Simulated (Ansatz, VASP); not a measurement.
## AlN in VASP and in Ansatz

```
CELL_PARAMETERS angstrom
0.00000 2.20731 2.20731
2.20731 0.00000 2.20731
2.20731 2.20731 0.00000
ATOMIC_POSITIONS crystal
Al 0.00000 0.00000 0.00000
N 0.25000 0.25000 0.25000
```

Alike in both runs: task single point; functional HSE06; k mesh 4 × 4 × 4; occupations fermi-dirac, width 0.05 eV; no spin polarisation.

|  | VASP | Ansatz |
| --- | --- | --- |
| version | VASP 6.6.1 | Ansatz 0.2.0 development build |
| potentials or method | VASP PAW PBE potentials, release 64 (Al, N) | plane waves, PAW datasets (generated soft set 1) |
| plane-wave cutoff (eV) | 520 | 420 |
| valence electrons in the cell | 8 | 8 |

```tsv
	VASP	Ansatz	Ansatz less VASP
gap on the k mesh at the Fermi level (eV)	4.52	4.52	-0.003
```

The functional is the same, so the differences come from potentials, cutoffs and numerics. Ansatz's warnings: stress exchange threshold loose, stress scf threshold loose.

The k mesh is coarse, so the values compare programs but aren't converged.
